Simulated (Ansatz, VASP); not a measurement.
BN: VASP beside Ansatz

```
B N
1.0
     0.00000    1.78994    1.78994
     1.78994    0.00000    1.78994
     1.78994    1.78994    0.00000
B N
1 1
Direct
  0.00000 0.00000 0.00000
  0.25000 0.25000 0.25000
```

Alike in both runs: functional LDA; k mesh 12 × 12 × 12; occupations gaussian, width 0.02 eV; no spin polarisation.

Ansatz relaxed the structure, and its values are those at the end. VASP's run is a single point on that final structure, the one shown.

|  | VASP | Ansatz |
| --- | --- | --- |
| version | VASP 6.6.1 | Ansatz 0.2.0 |
| potentials or method | VASP PAW LDA potentials, release 64 (B, N), cutoff 520 eV | scalar-relativistic, plane waves, PAW |
| valence electrons in the cell | 8 | 8 |

Ansatz gave:

| Quantity | Value |
| --- | --- |
| gap on the k mesh at the Fermi level (eV) | 4.39 |
| least direct gap on the mesh (eV) | 8.83 |
| pressure (GPa) | 0.0 |

Question: Estimate VASP's values.

Answer: gap on the k mesh at the Fermi level (eV): 4.38; least direct gap on the mesh (eV): 8.82; pressure (GPa): 1.2.

Ansatz warns that its potentials were made for another functional, while VASP's fit it. LDA's correlation is that of Perdew and Zunger in VASP and of Perdew and Wang (1992) in Ansatz.
